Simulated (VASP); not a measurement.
Here is a VASP 6.6.1 calculation.

Contents of INCAR:

```
SYSTEM = Al
  PREC = Accurate
  ENCUT = 520
  EDIFF = 1E-7
  ISMEAR = 0
  SIGMA = 0.15
  LREAL = .False.
  LASPH = .True.
  NELM = 100
  ALGO = Fast
  ISIF = 2
  LWAVE = .False.
  LCHARG = .False.
  GGA = PS
  NBANDS = 22
```

File KPOINTS:

```
Automatic mesh
0
Gamma
  10 10 10
  0 0 0
```

Contents of POSCAR:

```
Al
1.0
    3.2126361663      3.2126361663      3.2126361663
   -3.2126361663     -3.2126361663      3.2126361663
    3.2126361663     -3.2126361663     -3.2126361663
Al
8
Direct
   -0.1092560694      0.6092560694      0.5000000000
    0.0000000000      0.0000000000      0.5000000000
    0.0000000000      0.5000000000      0.0000000000
    0.0000000000      0.0000000000      0.0000000000
    0.5000000000      0.5000000000      0.5000000000
    0.5000000000      0.0000000000      0.5000000000
    0.5000000000      0.5000000000      0.0000000000
    0.5000000000      0.0000000000      0.0000000000
```

Potentials or basis: VASP PAW PBE potentials, release 64 (Al).

The run is started by

```console
$ cat potpaw_PBE.64/Al/POTCAR > POTCAR
$ mpirun -np 1 vasp_std > vasp.out
```

**Question.** Predict the pressure.

**Answer.** 10.3 GPa.

**Question.** Predict the band gap on the k mesh.

**Answer.** Zero (bands 12 and 13 overlap by 3.49 eV).

**Question.** Estimate the largest force.

**Answer.** 8.986 eV/Å.

Stress tensor (GPa, compression positive):
```
 6.19  6.10  0.00
 6.10  6.19  0.00
 0.00  0.00 18.42
```

Caveat: the cell differs from its parent crystal (atom 1 (Al) moved by -0.702 Å along [1 0 0] and -0.702 Å along [0 1 0]); the stress differs along the axes, from 6 to 18 GPa; the PAW data sets were made with another functional, which shifts forces and pressure a little.
